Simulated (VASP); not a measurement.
# Si17Mo8 (a cell with a defect) in VASP: single point with PBE

Aim: the single point of Si17Mo8 (a cell with a defect) with PBE.

Everything below comes from runs of VASP 6.6.1. Logs are shortened: lines on timing, memory, paths and dates and some standing lists are left out, and cuts for length are marked.

### 1 The cell of the first run

The cell holds a defect, 25 atoms: a = 6.434 Å, b = 6.434 Å, c = 7.873 Å, α = 90.00°, β = 90.00°, γ = 90.00°.

### 2 Single point, PBE

Input file INCAR:

```
  ALGO = Normal
  EDIFF = 1E-6
  ENCUT = 400
  GGA = PE
  GGA_COMPAT = F
  ISIF = 2
  ISMEAR = 0
  LASPH = T
  LCHARG = F
  LREAL = F
  LWAVE = F
  NBANDS = 108
  NELM = 120
  PREC = Accurate
  SIGMA = 0.1
```

Input file KPOINTS:

```
Automatic mesh
0
Gamma
  4 4 3
  0.5 0.5 0
```

Input file POSCAR:

```
Si17Mo8
1.0
    6.4336947404      0.0000000000      0.0000000000
    0.0000000000      6.4336947404      0.0000000000
    0.0000000000      0.0000000000      7.8730199992
Si Mo
17 8
Direct
   -0.0226165533     -0.0737170505      0.3648061354
    0.4960048819     -0.0039866672      0.3359926687
   -0.0058983215      0.5348772578      0.3466170542
    0.2465800856      0.2484912736      0.8292225856
    0.4995348909      0.5064669885      0.3369482105
    0.7509574506      0.2512326222      0.8293864363
    0.2480792242      0.7513032861      0.8305426635
    0.7570677809      0.7542016207      0.8290366341
    0.0015078428      0.0034157667      0.6707718259
    0.4986936946      0.0019197367      0.6694550504
   -0.0012370808      0.4990424833      0.6706117856
    0.3237097941      0.2726116284      0.1351811630
    0.4958008001      0.4929319975      0.6709615879
    0.7151226761      0.2558951064      0.1533812946
    0.2539874933      0.7539910107      0.1640055532
    0.7435282824      0.7504634887      0.1630484871
    0.0344125746      0.2155888733      0.2500024133
    0.2568981070      0.2524959709      0.5054531807
    0.7465675936      0.2471783422      0.4984995593
    0.2570278925      0.7445636129      0.5033033068
    0.5121665129      0.5219734749     -0.0073798873
    0.7280244384      0.7378352862      0.5073777280
    0.0028154895      0.5034328066      0.0014981545
    0.5054316580     -0.0070309522     -0.0033058471
   -0.0024900156     -0.0068988352     -0.0054520375
```

Potentials or basis: VASP PAW PBE potentials, release 64 (Si, Mo_sv).

Started as:

```sh
$ cat potpaw_PBE.64/Si/POTCAR potpaw_PBE.64/Mo_sv/POTCAR > POTCAR
$ mpirun -np 1 vasp_std > vasp.out
```

OUTCAR:

```text
EDIFF = 1E-6
   ENCUT = 400
   GGA = PE
   ISIF = 2
   ISMEAR = 0
   LASPH = T
   LREAL = F
   NELM = 120
   PREC = Accurate

 ion  position               nearest neighbor table
   1  0.977  0.926  0.365-  17 2.10  22 2.30  20 2.41  16 2.46   9 2.46   3 2.52  15 2.63  19 2.75
                            25 2.95  18 2.98   2 3.14
   2  0.496  0.996  0.336-  15 2.59  20 2.59  22 2.61  19 2.62  14 2.62  18 2.62  16 2.62  10 2.63
                            12 2.63  24 2.67   1 3.14
   3  0.994  0.535  0.347-  17 2.21  20 2.49  22 2.50   1 2.52  11 2.56  16 2.57  15 2.62  19 2.72
                            23 2.73  18 2.78  14 2.96
   4  0.247  0.248  0.829-  12 2.46  18 2.55   9 2.56  13 2.57  11 2.59  10 2.59  25 2.64  23 2.64
                            24 2.69  21 2.77
   5  0.500  0.506  0.337-  12 2.46  22 2.49  20 2.55  14 2.57  16 2.61  18 2.62  15 2.62  13 2.63
                            19 2.63  21 2.71
   6  0.751  0.251  0.829-  14 2.56  11 2.58  13 2.58   9 2.59  19 2.61  10 2.61  25 2.64  24 2.64
                            21 2.65  23 2.66
   7  0.248  0.751  0.831-  20 2.58  25 2.59  21 2.59   9 2.59  11 2.61  10 2.61  23 2.62  24 2.62
                            13 2.62  15 2.63
   8  0.757  0.754  0.829-  21 2.52  25 2.54  22 2.54   9 2.57  11 2.58  24 2.59  10 2.62  16 2.63
                            23 2.64  13 2.68
   9  0.002  0.003  0.671-   1 2.46  25 2.55   4 2.56   8 2.57   6 2.59   7 2.59  18 2.64  19 2.64
[... 19 lines left out ...]
  19  0.747  0.247  0.498-   6 2.61  10 2.62   2 2.62   5 2.63  13 2.64   9 2.64  11 2.66  17 2.70
                             3 2.72  14 2.73   1 2.75  18 3.15  22 3.16  22 3.28  18 3.28
  20  0.257  0.745  0.503-   1 2.41   3 2.49   5 2.55   7 2.58   2 2.59  13 2.59  10 2.62  11 2.64
                            15 2.67   9 2.69  22 3.03  18 3.17  18 3.27  22 3.40
  21  0.512  0.522  0.993-  12 2.30  16 2.49  14 2.50   8 2.52  13 2.54   7 2.59  15 2.61   6 2.65
                             5 2.71   4 2.77  24 3.03  23 3.16  23 3.28  24 3.40
  22  0.728  0.738  0.507-   1 2.30   5 2.49   3 2.50  13 2.52   8 2.54  10 2.59   2 2.61  11 2.65
                            16 2.71   9 2.77  20 3.03  19 3.16  19 3.28  20 3.40
  23  0.003  0.503  0.001-  11 2.61   7 2.62  15 2.62  16 2.63   8 2.64   4 2.64   6 2.66  17 2.70
                            14 2.72   3 2.73  12 2.75  25 3.15  21 3.16  21 3.28  25 3.28
  24  0.505  0.993  0.997-  12 2.41  14 2.49  16 2.55  10 2.58  15 2.59   8 2.59   7 2.62   6 2.64
                             2 2.67   4 2.69  21 3.03  25 3.17  25 3.27  21 3.40
  25  0.998  0.993  0.995-  17 2.48   8 2.54   9 2.55   7 2.59  16 2.62  15 2.62   4 2.64   6 2.64
                            14 2.78   1 2.95  12 2.98  23 3.15  24 3.17  24 3.27  23 3.28

  LATTYP: Found a simple tetragonal cell.
 ALAT       =     6.4336947404
 C/A-ratio  =     1.2237167470

  Lattice vectors:

 A1 = (   6.4336947404,   0.0000000000,   0.0000000000)
 A2 = (   0.0000000000,   6.4336947404,   0.0000000000)
 A3 = (   0.0000000000,   0.0000000000,   7.8730199992)

Analysis of symmetry for initial positions (statically):
=====================================================================
 Subroutine PRICEL returns:
 Original cell was already a primitive cell.

 Routine SETGRP: Setting up the symmetry group for a
 simple tetragonal supercell.

 Subroutine GETGRP returns: Found  1 space group operations
 (whereof  1 operations were pure point group operations)
 out of a pool of 16 trial point group operations.

The static configuration has the point symmetry C_1 .

Analysis of symmetry for dynamics (positions and initial velocities):
=====================================================================
 Subroutine PRICEL returns:
 Original cell was already a primitive cell.

 Routine SETGRP: Setting up the symmetry group for a
 simple tetragonal supercell.

 Subroutine GETGRP returns: Found  1 space group operations
 (whereof  1 operations were pure point group operations)
 out of a pool of 16 trial point group operations.

The dynamic configuration has the point symmetry C_1 .

 Subroutine INISYM returns: Found  1 space group operations
 (whereof  1 operations are pure point group operations),
 and found     1 'primitive' translations

----------------------------------------------------------------------------------------

                                     Primitive cell

  volume of cell :     325.8834

  direct lattice vectors                    reciprocal lattice vectors
     6.433694740  0.000000000  0.000000000     0.155431683  0.000000000  0.000000000
     0.000000000  6.433694740  0.000000000     0.000000000  0.155431683  0.000000000
     0.000000000  0.000000000  7.873019999     0.000000000  0.000000000  0.127016062

  length of vectors
     6.433694740  6.433694740  7.873019999     0.155431683  0.155431683  0.127016062

  position of ions in fractional coordinates (direct lattice)
[... 68 lines left out ...]

  Length of vectors
     0.038857921  0.038857921  0.042338687

  Shift w.r.t. Gamma in fractional coordinates (k-lattice)
     0.500000000  0.500000000  0.000000000

 Subroutine IBZKPT returns following result:
 ===========================================

 Found     24 irreducible k-points:

 Following reciprocal coordinates:
            Coordinates               Weight
  0.125000  0.125000  0.000000      2.000000
 -0.125000  0.125000  0.000000      2.000000
  0.375000  0.125000  0.000000      2.000000
 -0.125000  0.375000  0.000000      2.000000
 -0.375000  0.125000  0.000000      2.000000
  0.125000  0.375000  0.000000      2.000000
[... 16 lines left out ...]
 -0.375000 -0.375000  0.333333      2.000000
  0.375000 -0.375000  0.333333      2.000000
   k-points           NKPTS =     24   k-points in BZ     NKDIM =     24   number of bands    NBANDS=    108
   number of dos      NEDOS =    301   number of ions     NIONS =     25
   total plane-waves  NPLWV =  95256
   dimension x,y,z NGX =    42 NGY =   42 NGZ =   54
   dimension x,y,z NGXF=    84 NGYF=   84 NGZF=  108
   ions per type =              17   8
   NGX,Y,Z   is equivalent  to a cutoff of  10.85, 10.85, 11.40 a.u.
   NGXF,Y,Z  is equivalent  to a cutoff of  21.71, 21.71, 22.81 a.u.
 SYSTEM =  unknown system
   PREC   = accura    normal or accurate (medium, high low for compatibility)
   ISTART =      0    job   : 0-new  1-cont  2-samecut
   ICHARG =      2    charge: 1-file 2-atom 10-const
   ISPIN  =      1    spin polarized calculation?
   LNONCOLLINEAR =      F non collinear calculations
   LSORBIT =      F    spin-orbit coupling
   LASPH  =      T    aspherical Exc in radial PAW
   ENCUT  =  400.0 eV  29.40 Ry    5.42 a.u.  10.49 10.49 12.84*2*pi/ulx,y,z
   NELM   =    120;   NELMIN=  2; NELMDL= -5     # of ELM steps
   EDIFF  = 0.1E-05   stopping-criterion for ELM
   LREAL  =      F    real-space projection
   EDIFFG = 0.1E-04   stopping-criterion for IOM
   NSW    =      0    number of steps for IOM
   IBRION =     -1    ionic relax: 0-MD 1-quasi-New 2-CG
   NFREE  =      0    steps in history (QN), initial steepest desc. (CG)
   ISIF   =      2    stress and relaxation
   ISYM   =      2    0-nonsym 1-usesym 2-fastsym
   POTIM  = 0.5000    time-step for ionic-motion
   TEBEG  =    0.0;   TEEND  =   0.0 temperature during run
   PSTRESS=    0.0 pullay stress
   NELECT =     180.0000    total number of electrons
   NUPDOWN=      -1.0000    fix difference up-down
   EMIN   =  10.00;   EMAX   =-10.00  energy-range for DOS
   EFERMI =   0.00;   METHOD = LEGACY
   ISMEAR =     0;   SIGMA  =   0.10  broadening in eV -4-tet -1-fermi 0-gaus
   EFERMI_NEDOS =   21; number of points for ismear=-14 and -15
   IALGO  =     38    algorithm
   IMIX   =      4    mixing-type and parameters
     AMIX     =   0.40;   BMIX     =  1.00
     AMIX_MAG =   1.60;   BMIX_MAG =  1.00
  volume/ion in A,a.u.               =      13.04        87.97
  Fermi-wavevector in a.u.,A,eV,Ry     =   1.343213  2.538305 24.547922  1.804221
  Thomas-Fermi vector in A             =   2.471305
   LORBIT       =      0    0 simple, 1 ext, 2 COOP (PROOUT), +10 PAW based schemes
   GGA     = PE    functional components
   LHFCALC =     F    Hartree Fock is set to
   AEXX    =    0.0000 exact exchange contribution
   IVDW    =     0    specifies the selected vdW correction
   LEPSILON=     F    determine dielectric tensor
   LRPA    =     F    only Hartree local field effects (RPA)
 non-spin polarized calculation
 Gauss-broadening in eV      SIGMA  =   0.10
  energy-cutoff  :      400.00
  volume of cell :      325.88
 maximum number of plane-waves:      5961
 NGX is ok and might be reduce to    42
   NGX = 21   NGY = 21   NGZ = 25

 number of electron     180.0000000 magnetization

 Free energy of the ion-electron system (eV)
  ---------------------------------------------------
  ext. energy  EPLUGINS =         0.00000000
  ---------------------------------------------------
  free energy    TOTEN  =      -184.46989549 eV

  energy without entropy =     -184.42475811  energy(sigma->0) =     -184.44732680

 E-fermi :  13.0816     XC(G=0): -12.5074

 val. band max:       13.0789062686   @ k =   0.1250  -0.1250   0.3333
 cond. band min:      13.1420912434   @ k =  -0.1250  -0.1250   0.3333
 fundamental gap:      0.0631849748
 Fermi energy:        13.0815575099

 k-point     1 :       0.1250    0.1250    0.0000
  band No.  band energies     occupation
      1     -48.1395      2.00000
      2     -48.1393      2.00000
      3     -48.0951      2.00000
      4     -48.0949      2.00000
      5     -47.9551      2.00000
      6     -47.9548      2.00000
[... 2509 lines left out ...]
    101      14.6840      0.00000
    102      14.7107      0.00000
 [bands above 102 left out]

------------------------ aborting loop because EDIFF is reached ----------------------------------------

  FORCE on cell =-STRESS in cart. coord.  units (eV):
  Direction    XX          YY          ZZ          XY          YZ          ZX
  --------------------------------------------------------------------------------------
  -------------------------------------------------------------------------------------
  Total       30.4096013     30.4113747     25.8981508      4.3638405     -2.2028651     -2.2036329
  in kB      149.5061478    149.5148665    127.3259958     21.4544403    -10.8301940    -10.8339685
  external PRESSURE =     142.1156700 kB  Pullay stress =       0.0000000 kB

 VOLUME and BASIS-vectors are now :
 -----------------------------------------------------------------------------
  energy-cutoff  :      400.00
  volume of cell :      325.88
      direct lattice vectors                 reciprocal lattice vectors
     6.433694740  0.000000000  0.000000000     0.155431683  0.000000000  0.000000000
     0.000000000  6.433694740  0.000000000     0.000000000  0.155431683  0.000000000
     0.000000000  0.000000000  7.873019999     0.000000000  0.000000000  0.127016062

 POSITION                                       TOTAL-FORCE (eV/Angst)
 -----------------------------------------------------------------------------------
      6.28819      5.95942      2.87213         0.593191      0.062960     -0.292161
      3.19114      6.40805      2.64528         0.033024     -0.066660      0.003261
      6.39575      3.44124      2.72892         0.023209      0.425544      0.182985
      1.58642      1.59872      6.52849         0.066875     -0.005317      0.020460
      3.21386      3.25845      2.65280         0.007114      0.002931     -0.021871
      4.83143      1.61635      6.52978         0.037152     -0.049089     -0.004705
[... 17 lines left out ...]
      3.25179      6.38846      7.84699         0.007868     -0.177060     -0.056619
      6.41767      6.38931      7.83010         0.067224     -0.071077      0.114377
 -----------------------------------------------------------------------------------
    total drift:                                0.000014     -0.000013     -0.000024

  FREE ENERGIE OF THE ION-ELECTRON SYSTEM (eV)
  ---------------------------------------------------
  free  energy   TOTEN  =      -184.4698954921 eV

  energy  without entropy=     -184.4247581137  energy(sigma->0) =     -184.44732680
```

Wall time 19 min (1 thread of Oxide Virtual Turin-like, shared host); peak memory 0.51 GiB.

What came out:

| Quantity | Value |
| --- | --- |
| Free energy | -184.4699 eV |
| Pressure | 14.2 GPa |
| Largest force | 1.268 eV/Å |
| Band gap on the k mesh | zero (bands 90 and 91 overlap by 0.31 eV) |

Forces on the atoms (eV/Å):
```
Si   0.593  0.063 -0.292
Si   0.033 -0.067  0.003
Si   0.023  0.426  0.183
Si   0.067 -0.005  0.020
Si   0.007  0.003 -0.022
Si   0.037 -0.049 -0.005
Si  -0.002 -0.051 -0.001
Si   0.024 -0.104  0.010
Si   0.005 -0.067 -0.020
Si   0.051  0.002  0.001
Si   0.049 -0.037  0.005
Si  -0.063 -0.593  0.292
Si   0.104 -0.024 -0.010
Si  -0.426 -0.023 -0.183
Si   0.067 -0.033 -0.003
Si  -0.003 -0.007  0.022
Si  -0.896  0.896  0.000
Mo   0.071 -0.068 -0.114
Mo   0.036 -0.016 -0.017
Mo   0.177 -0.007  0.057
Mo  -0.170 -0.123  0.080
Mo   0.123  0.169 -0.080
Mo   0.016 -0.036  0.017
Mo   0.008 -0.177 -0.057
Mo   0.067 -0.071  0.114
```

Stress tensor (GPa, compression positive):
```
14.95  2.15 -1.08
 2.15 14.95 -1.08
-1.08 -1.08 12.73
```

The gap in the log of VASP goes by the Fermi energy; the results here count the filled bands.